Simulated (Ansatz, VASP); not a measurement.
## One calculation of TiH6, two programs

```
CELL_PARAMETERS angstrom
3.27291 0.00000 0.00000
0.00000 3.27291 0.00000
0.00000 0.00000 3.27291
ATOMIC_POSITIONS crystal
Ti 0.50000 0.50000 0.50000
H 0.64319 0.00000 0.00000
H 0.35681 0.00000 0.00000
H 0.00000 0.64319 0.00000
H 0.00000 0.35681 0.00000
H 0.00000 0.00000 0.64319
H 0.00000 0.00000 0.35681
```

Alike in both runs: task relaxation of cell and atoms; functional PBE; k mesh 12 × 12 × 12; occupations gaussian, width 0.1 eV; collinear spin.

|  | VASP | Ansatz |
| --- | --- | --- |
| version | VASP 6.6.1 | Ansatz 0.2.0 |
| potentials or method | VASP PAW PBE potentials, release 64 (Ti_sv, H), cutoff 500 eV | scalar-relativistic, plane waves, PAW |
| valence electrons in the cell | 18 | 18 |

```tsv
	VASP	Ansatz	Ansatz less VASP
gap on the k mesh at the Fermi level, each at its own relaxed structure (eV)	none	none	-
net moment per atom (μB)	0.00	0.00	0.000
relaxed volume (Å³/atom)	4.94	4.97	+0.024
relaxed length of the cell vector where the two differ most in proportion (Å)	3.259	3.264	+0.0052
```

A gap of «none» marks a metal or a gap that the smearing closes. Ansatz's warnings: seeded moment not kept.
